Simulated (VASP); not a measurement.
**MgO: single point with PBEsol**

MgO:

```
Mg O
1.0
     3.24026    0.00000    0.00000
    -1.62013    2.80615    0.00000
     0.00000    0.00000    4.88116
Mg O
2 2
Direct
  0.66667 0.33333 0.50216
  0.33333 0.66667 0.00216
  0.66667 0.33333 0.90244
  0.33333 0.66667 0.40244
```

This cell differs from its parent crystal: volume scaled by 0.94.

```
Program                : VASP 6.6.1
Task                   : single point
Functional             : PBEsol
Potentials or basis    : VASP PAW PBE potentials, release 64 (Mg, O)
Cutoff                 : 520 eV
k mesh                 : 9 × 9 × 6
Occupations            : fermi-dirac, width 0.05 eV
Spin                   : no spin polarisation
Dipole correction      : no
Further INCAR settings : ALGO = Normal; EDIFF = 1e-06; NBANDS = 16
```

The pressure is 8.8 GPa. The largest force is 0.055 eV/Å and the band gap on the k mesh is 3.69 eV, direct.

Forces in eV/Å, atoms in the order of the input:
```
Mg   0.000  0.000 -0.055
Mg   0.000  0.000 -0.055
O    0.000  0.000  0.055
O    0.000  0.000  0.055
```

Stress tensor (GPa, compression positive):
```
9.20 0.00 0.00
0.00 9.20 0.00
0.00 0.00 7.88
```

Levels at points of the mesh, in eV from the valence-band top:
| k point | band 5 | band 6 | band 7 | band 8 | band 9 | band 10 | band 11 | band 12 |
| --- | --- | --- | --- | --- | --- | --- | --- | --- |
| (0.00, 0.00, 0.00) | -0.83 | -0.48 | -0.48 | 0.00 | 3.69 | 8.86 | 10.71 | 14.40 |
| (0.00, 0.00, 0.50) | -0.66 | -0.66 | -0.66 | -0.66 | 6.27 | 6.27 | 13.63 | 13.63 |

It took 27 s on 1 thread of Intel Xeon 8259CL (shared host), peak memory 0.17 GiB.

Caveat: the PAW data sets were made with another functional, which shifts forces and pressure a little. A k mesh can miss the band edges.
